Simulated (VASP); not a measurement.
The system is Ge.

```
CELL_PARAMETERS angstrom
3.94482 0.00000 0.00000
0.00000 6.14937 0.00000
0.00000 0.00000 5.72790
ATOMIC_POSITIONS crystal
Ge 0.75000 0.30462 0.11960
Ge 0.25000 0.69538 0.88040
Ge 0.25000 0.30462 0.88040
Ge 0.75000 0.69538 0.11960
Ge 0.25000 0.00000 0.61894
Ge 0.75000 0.00000 0.38106
```

The cell was generated, and may not be a known phase.

* Program: VASP 6.6.1
* Task: relaxation of cell and atoms
* Functional: PBE
* Potentials or basis: VASP PAW PBE potentials, release 64 (Ge_d)
* Cutoff: 600 eV
* k mesh: 4 × 4 × 4
* Occupations: gaussian, width 0.1 eV
* Spin: no spin polarisation

At the start: pressure 9.1 GPa; volume 23.16 Å³/atom.

Q: Where does the relaxation end?

A: Over 12 steps the energy falls by 97.9 meV/atom and the volume is 26.60 Å³/atom (+14.8 %); space group Pmma (No. 51, to 0.1 Å) before and after.

The path:
```csv
step,energy change (eV),largest force (eV/Å),pressure (GPa),volume (Å³)
1,0.0000,0.8089,9.10,138.95
2,-0.4411,0.4543,-2.51,167.12
3,-0.5258,0.2276,0.21,157.96
4,-0.5257,0.2248,0.02,158.36
5,-0.5461,0.1498,-0.20,159.23
6,-0.5538,0.2184,-0.38,160.27
7,-0.5679,0.2187,-0.20,159.96
8,-0.5790,0.2304,0.05,159.44
9,-0.5795,0.2322,0.14,159.29
10,-0.5863,0.0591,-0.01,159.64
11,-0.5865,0.0810,-0.05,159.72
12,-0.5871,0.0267,-0.01,159.58
```

Final structure:
```xyz
6
Lattice="4.1225 0.0000 0.0000 0.0000 6.2154 0.0000 0.0000 0.0000 6.2280" Properties=species:S:1:pos:R:3 pbc="T T T"
Ge    3.0919    1.8354    0.7240
Ge    1.0306    4.3799    5.5040
Ge    1.0306    1.8354    5.5040
Ge    3.0919    4.3799    0.7240
Ge    1.0306    6.2154    3.8181
Ge    3.0919    6.2154    2.4098
```
